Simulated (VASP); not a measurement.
# Lu (P6_3/mmc) in VASP: single point with LDA

Aim: the single point of Lu with LDA.

Everything below comes from runs of VASP 6.6.1. Logs are shortened: lines on timing, memory, paths and dates and some standing lists are left out, and cuts for length are marked.

## 1. The cell of the first run

It takes space group P6_3/mmc (No. 194, hexagonal). The conventional cell has a = 3.383 Å, b = 3.383 Å, c = 5.237 Å, α = 90.00°, β = 90.00°, γ = 120.00°. Lu (site symmetry -6m2) has 12 Lu at 3.27 to 3.38 Å within 4.3 Å.

## 2. Single point, LDA

The input, INCAR:

```
PREC     = Accurate       # precision mode
ENCUT    = 520            # plane-wave cutoff, eV
EDIFF    = 1E-6           # SCF threshold, eV
ISMEAR   = 0              # smearing method
SIGMA    = 0.05           # smearing width, eV
LREAL    = F              # projectors in reciprocal space
LASPH    = T              # aspherical terms in the spheres
NELM     = 60             # most SCF steps
ALGO     = Normal         # electronic algorithm
ISIF     = 2              # what is computed and relaxed
LWAVE    = F              # write WAVECAR
LCHARG   = T              # write CHGCAR
GGA      = CA             # functional
LELF     = T              # ELF
LVHAR    = T            
NBANDS   = 32             # bands
```

The input, KPOINTS:

```
Automatic mesh
0
Gamma
  14 14 8
```

The input, POSCAR:

```
Lu
1.0
    3.3832252337      0.0000000000      0.0000000000
   -1.6916126168      2.9299589991      0.0000000000
    0.0000000000      0.0000000000      5.2368650330
Lu
2
Direct
    0.3333333333      0.6666666667      0.7500000000
    0.6666666667      0.3333333333      0.2500000000
```

Potentials or basis: VASP PAW PBE potentials, release 64 (Lu).

Started as:

```console
cat potpaw_PBE.64/Lu/POTCAR > POTCAR
mpirun -np 1 vasp_std > vasp.out
```

OUTCAR:

```text
PREC = Accurate
   ENCUT = 520
   EDIFF = 1E-6
   ISMEAR = 0
   LREAL = F
   LASPH = T
   NELM = 60
   ISIF = 2
   GGA = CA

 ion  position               nearest neighbor table
   1  0.333  0.667  0.750-   2 3.27   2 3.27   2 3.27   2 3.27   2 3.27   2 3.27
   2  0.667  0.333  0.250-   1 3.27   1 3.27   1 3.27   1 3.27   1 3.27   1 3.27

  LATTYP: Found a hexagonal cell.
 ALAT       =     3.3832252337
 C/A-ratio  =     1.5478913378

  Lattice vectors:

 A1 = (   3.3832252337,   0.0000000000,   0.0000000000)
 A2 = (  -1.6916126168,   2.9299589991,   0.0000000000)
 A3 = (   0.0000000000,   0.0000000000,   5.2368650330)

Analysis of symmetry for initial positions (statically):
=====================================================================
 Subroutine PRICEL returns:
 Original cell was already a primitive cell.

 Routine SETGRP: Setting up the symmetry group for a
 hexagonal supercell.

 Subroutine GETGRP returns: Found 24 space group operations
 (whereof 12 operations were pure point group operations)
 out of a pool of 24 trial point group operations.

The static configuration has the point symmetry D_3d.
 The point group associated with its full space group is D_6h.

Analysis of symmetry for dynamics (positions and initial velocities):
=====================================================================
 Subroutine PRICEL returns:
 Original cell was already a primitive cell.

 Routine SETGRP: Setting up the symmetry group for a
 hexagonal supercell.

 Subroutine GETGRP returns: Found 24 space group operations
 (whereof 12 operations were pure point group operations)
 out of a pool of 24 trial point group operations.

The dynamic configuration has the point symmetry D_3d.
 The point group associated with its full space group is D_6h.

 Subroutine INISYM returns: Found 24 space group operations
 (whereof 12 operations are pure point group operations),
 and found     1 'primitive' translations

----------------------------------------------------------------------------------------

                                     Primitive cell

  volume of cell :      51.9115

  direct lattice vectors                    reciprocal lattice vectors
     3.383225234  0.000000000  0.000000000     0.295575946  0.170650852  0.000000000
    -1.691612617  2.929958999  0.000000000     0.000000000  0.341301704  0.000000000
     0.000000000  0.000000000  5.236865033     0.000000000  0.000000000  0.190953938

  length of vectors
     3.383225234  3.383225234  5.236865033     0.341301704  0.341301704  0.190953938

  position of ions in fractional coordinates (direct lattice)
     0.333333333  0.666666667  0.750000000
     0.666666667  0.333333333  0.250000000

  ion indices of the primitive-cell ions
   primitive index   ion index
                 1           1
                 2           2

----------------------------------------------------------------------------------------

 KPOINTS: Automatic mesh

Automatic generation of k-mesh.
 Grid dimensions read from file:
 generate k-points for:   14   14    8

 Generating k-lattice:

  Cartesian coordinates                     Fractional coordinates (reciprocal lattice)
     0.021112568  0.012189347  0.000000000     0.071428571  0.000000000  0.000000000
     0.000000000  0.024378693  0.000000000     0.000000000  0.071428571  0.000000000
     0.000000000  0.000000000  0.023869242     0.000000000  0.000000000  0.125000000

  Length of vectors
     0.024378693  0.024378693  0.023869242

  Shift w.r.t. Gamma in fractional coordinates (k-lattice)
     0.000000000  0.000000000  0.000000000

 Subroutine IBZKPT returns following result:
 ===========================================

 Found    120 irreducible k-points:

 Following reciprocal coordinates:
            Coordinates               Weight
  0.000000  0.000000  0.000000      1.000000
  0.071429  0.000000  0.000000      6.000000
  0.142857  0.000000  0.000000      6.000000
  0.214286  0.000000  0.000000      6.000000
  0.285714 -0.000000  0.000000      6.000000
  0.357143 -0.000000  0.000000      6.000000
[... 16 lines left out ...]
  0.285714  0.285714  0.000000      6.000000
  0.357143  0.285714  0.000000      6.000000
 [... further k-points ...]
   k-points           NKPTS =    120   k-points in BZ     NKDIM =    120   number of bands    NBANDS=     32
   number of dos      NEDOS =    301   number of ions     NIONS =      2
   total plane-waves  NPLWV =  31360
   dimension x,y,z NGX =    28 NGY =   28 NGZ =   40
   dimension x,y,z NGXF=    56 NGYF=   56 NGZF=   80
   ions per type =               2
   NGX,Y,Z   is equivalent  to a cutoff of  13.76, 13.76, 12.70 a.u.
   NGXF,Y,Z  is equivalent  to a cutoff of  27.52, 27.52, 25.40 a.u.
 SYSTEM =  unknown system
   PREC   = accura    normal or accurate (medium, high low for compatibility)
   ISTART =      0    job   : 0-new  1-cont  2-samecut
   ICHARG =      2    charge: 1-file 2-atom 10-const
   ISPIN  =      1    spin polarized calculation?
   LNONCOLLINEAR =      F non collinear calculations
   LSORBIT =      F    spin-orbit coupling
   LASPH  =      T    aspherical Exc in radial PAW
   ENCUT  =  520.0 eV  38.22 Ry    6.18 a.u.   6.29  6.29  9.74*2*pi/ulx,y,z
   NELM   =     60;   NELMIN=  2; NELMDL= -5     # of ELM steps
   EDIFF  = 0.1E-05   stopping-criterion for ELM
   LREAL  =      F    real-space projection
   EDIFFG = 0.1E-04   stopping-criterion for IOM
   NSW    =      0    number of steps for IOM
   IBRION =     -1    ionic relax: 0-MD 1-quasi-New 2-CG
   NFREE  =      0    steps in history (QN), initial steepest desc. (CG)
   ISIF   =      2    stress and relaxation
   ISYM   =      2    0-nonsym 1-usesym 2-fastsym
   POTIM  = 0.5000    time-step for ionic-motion
   TEBEG  =    0.0;   TEEND  =   0.0 temperature during run
   PSTRESS=    0.0 pullay stress
   NELECT =      50.0000    total number of electrons
   NUPDOWN=      -1.0000    fix difference up-down
   EMIN   =  10.00;   EMAX   =-10.00  energy-range for DOS
   EFERMI =   0.00;   METHOD = LEGACY
   ISMEAR =     0;   SIGMA  =   0.05  broadening in eV -4-tet -1-fermi 0-gaus
   EFERMI_NEDOS =   21; number of points for ismear=-14 and -15
   IALGO  =     38    algorithm
   IMIX   =      4    mixing-type and parameters
     AMIX     =   0.40;   BMIX     =  1.00
     AMIX_MAG =   1.60;   BMIX_MAG =  1.00
  volume/ion in A,a.u.               =      25.96       175.16
  Fermi-wavevector in a.u.,A,eV,Ry     =   1.616753  3.055219 35.564116  2.613889
  Thomas-Fermi vector in A             =   2.711288
   LORBIT       =      0    0 simple, 1 ext, 2 COOP (PROOUT), +10 PAW based schemes
   GGA     = CA    functional components
   LHFCALC =     F    Hartree Fock is set to
   AEXX    =    0.0000 exact exchange contribution
   IVDW    =     0    specifies the selected vdW correction
   LEPSILON=     F    determine dielectric tensor
   LRPA    =     F    only Hartree local field effects (RPA)
 non-spin polarized calculation
 Gauss-broadening in eV      SIGMA  =   0.05
  energy-cutoff  :      520.00
  volume of cell :       51.91
 maximum number of plane-waves:      1417
 NGX is ok and might be reduce to    28
   NGX = 13   NGY = 13   NGZ = 19

 number of electron      49.9999981 magnetization

 Free energy of the ion-electron system (eV)
  ---------------------------------------------------
  ext. energy  EPLUGINS =         0.00000000
  ---------------------------------------------------
  free energy    TOTEN  =       -10.39127855 eV

  energy without entropy =      -10.38774216  energy(sigma->0) =      -10.38951035

 E-fermi :   2.3620     XC(G=0): -11.5607

 val. band max:        2.3617444621   @ k =   0.2857   0.2857   0.5000
 cond. band min:       2.3645567396   @ k =   0.3571   0.1429   0.2500
 fundamental gap:      0.0028122775
 Fermi energy:         2.3619695742

 k-point     1 :       0.0000    0.0000    0.0000
  band No.  band energies     occupation
      1     -53.3014      2.00000
      2     -53.2359      2.00000
      3     -24.6102      2.00000
      4     -23.9663      2.00000
      5     -23.9663      2.00000
      6     -23.8361      2.00000
[... 24 lines left out ...]
     31       5.8964      0.00000
     32       5.8964      0.00000

 k-point     2 :       0.0714    0.0000    0.0000
  band No.  band energies     occupation
      1     -53.2993      2.00000
      2     -53.2353      2.00000
      3     -24.5980      2.00000
      4     -23.9904      2.00000
      5     -23.9748      2.00000
      6     -23.8619      2.00000
[... 24 lines left out ...]
     31       5.7033      0.00000
     32       5.7534      0.00000

 k-point     3 :       0.1429    0.0000    0.0000
  band No.  band energies     occupation
      1     -53.2934      2.00000
      2     -53.2336      2.00000
      3     -24.5624      2.00000
      4     -24.0580      2.00000
      5     -23.9980      2.00000
      6     -23.9327      2.00000
[... 24 lines left out ...]
     31       5.8172      0.00000
     32       5.8884      0.00000

 k-point     4 :       0.2143    0.0000    0.0000
  band No.  band energies     occupation
      1     -53.2845      2.00000
      2     -53.2315      2.00000
      3     -24.5071      2.00000
      4     -24.1561      2.00000
      5     -24.0313      2.00000
      6     -24.0302      2.00000
[... 24 lines left out ...]
     31       6.3402      0.00000
     32       6.4823      0.00000

 k-point     5 :       0.2857   -0.0000    0.0000
  band No.  band energies     occupation
      1     -53.2740      2.00000
      2     -53.2298      2.00000
      3     -24.4377      2.00000
      4     -24.2652      2.00000
      5     -24.1361      2.00000
      6     -24.0646      2.00000
[... 584 lines left out ...]
     31       8.0878      0.00000
     32       9.3671      0.00000

 k-point    22 :       0.3571    0.2143    0.0000
  band No.  band energies     occupation
      1     -53.2460      2.00000
      2     -53.2324      2.00000
      3     -24.3977      2.00000
      4     -24.2666      2.00000
      5     -24.2147      2.00000
      6     -24.2007      2.00000
[... 24 lines left out ...]
     31       8.3788      0.00000
     32       9.2242      0.00000

 k-point    23 :       0.2857    0.2857    0.0000
  band No.  band energies     occupation
      1     -53.2449      2.00000
      2     -53.2329      2.00000
      3     -24.3745      2.00000
      4     -24.2766      2.00000
      5     -24.2045      2.00000
      6     -24.1948      2.00000
[... 24 lines left out ...]
     31       8.0997      0.00000
     32       9.0709      0.00000

 k-point    24 :       0.3571    0.2857    0.0000
  band No.  band energies     occupation
      1     -53.2407      2.00000
      2     -53.2354      2.00000
      3     -24.3782      2.00000
      4     -24.2427      2.00000
      5     -24.2398      2.00000
      6     -24.1601      2.00000
[... 24 lines left out ...]
     31       8.3587      0.00000
     32       8.5099      0.00000

 [... further k-points ...]

------------------------ aborting loop because EDIFF is reached ----------------------------------------

  FORCE on cell =-STRESS in cart. coord.  units (eV):
  Direction    XX          YY          ZZ          XY          YZ          ZX
  --------------------------------------------------------------------------------------
  -------------------------------------------------------------------------------------
  Total        0.0706696      0.0706696      0.0736295      0.0000000     -0.0000000     -0.0000000
  in kB        2.1811206      2.1811206      2.2724721      0.0000000     -0.0000000     -0.0000000
  external PRESSURE =       2.2115711 kB  Pullay stress =       0.0000000 kB

 VOLUME and BASIS-vectors are now :
 -----------------------------------------------------------------------------
  energy-cutoff  :      520.00
  volume of cell :       51.91
      direct lattice vectors                 reciprocal lattice vectors
     3.383225234  0.000000000  0.000000000     0.295575946  0.170650852  0.000000000
    -1.691612617  2.929958999  0.000000000     0.000000000  0.341301704  0.000000000
     0.000000000  0.000000000  5.236865033     0.000000000  0.000000000  0.190953938

 POSITION                                       TOTAL-FORCE (eV/Angst)
 -----------------------------------------------------------------------------------
     -0.00000      1.95331      3.92765        -0.000000      0.000000      0.000000
      1.69161      0.97665      1.30922         0.000000     -0.000000      0.000000
 -----------------------------------------------------------------------------------
    total drift:                               -0.000000      0.000000     -0.000000

  FREE ENERGIE OF THE ION-ELECTRON SYSTEM (eV)
  ---------------------------------------------------
  free  energy   TOTEN  =       -10.3912785464 eV

  energy  without entropy=      -10.3877421625  energy(sigma->0) =      -10.38951035
```

Wall time 1.8 min (1 thread of Intel Xeon Platinum 8488C (Sapphire Rapids), shared host); peak memory 0.27 GiB.

What came out:

```yaml
Free_energy: -10.3913 eV
Pressure: 0.2 GPa
Band_gap_on_the_k_mesh: zero (bands 25 and 26 overlap by 1.92 eV)
```

Caveat: the PAW data sets were made with another functional, which shifts forces and pressure a little; spin-orbit coupling is left out, which moves the levels of the heavy elements.
